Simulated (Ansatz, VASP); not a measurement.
Two plane-wave programs on BeS

```xyz
2
Lattice="0.0000 2.1146 2.1146 2.1146 0.0000 2.1146 2.1146 2.1146 0.0000" Properties=species:S:1:pos:R:3 pbc="T T T"
Be    0.0000    0.0000    0.0000
S     2.1146    2.1146    2.1146
```

Change from the starting cell: volume scaled by 0.8, PAW files.

Alike in both runs: task single point; functional LDA; k mesh 17 × 17 × 17; occupations fermi-dirac, width 0.08 eV; no spin polarisation.

```csv
,VASP,Ansatz
version,VASP 6.6.1,Ansatz 0.2.0
potentials or method,"VASP PAW LDA potentials, release 64 (Be, S)","PAW with Ansatz's default frozen-core files, scalar-relativistic"
plane-wave cutoff (eV),600,420
valence electrons in the cell,8,8
```

VASP gave:

| Item | Value |
| --- | --- |
| pressure (GPa) | 40.4 |

What did Ansatz give for the same quantities?

Pressure (GPa): 40.3.

LDA's correlation is that of Perdew and Zunger in VASP and of Perdew and Wang (1992) in Ansatz. Both programs put the cell under a high pressure, so it lies far from rest at this level.
